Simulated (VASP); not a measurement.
Si:

```
CELL_PARAMETERS angstrom
0.00000 2.72212 2.72212
2.72212 0.00000 2.72212
2.72212 2.72212 0.00000
ATOMIC_POSITIONS crystal
Si 0.25000 0.25000 0.25000
Si 0.00000 0.00000 0.00000
```

Base run:

```yaml
Program: VASP 6.6.1
Functional: r2SCAN
Potentials_or_basis: VASP PAW PBE potentials, release 64 (Si)
Cutoff: 520 eV
k_mesh: 8 × 8 × 8
Occupations: gaussian, width 0.01 eV
Spin: no spin polarisation
```

Its results: band gap on the k mesh 0.83 eV, indirect (least direct gap 2.75 eV); pressure -0.2 GPa.

Question: The run is repeated on the same cell with these changes: k mesh from 8 × 8 × 8 to 6 × 6 × 6. What comes out?

Answer: Band gap on the k mesh 0.93 eV, indirect (least direct gap 2.75 eV); pressure -0.2 GPa.

Caveats: the PAW data sets were made with another functional, which shifts forces and pressure a little.

A k mesh can miss the band edges.
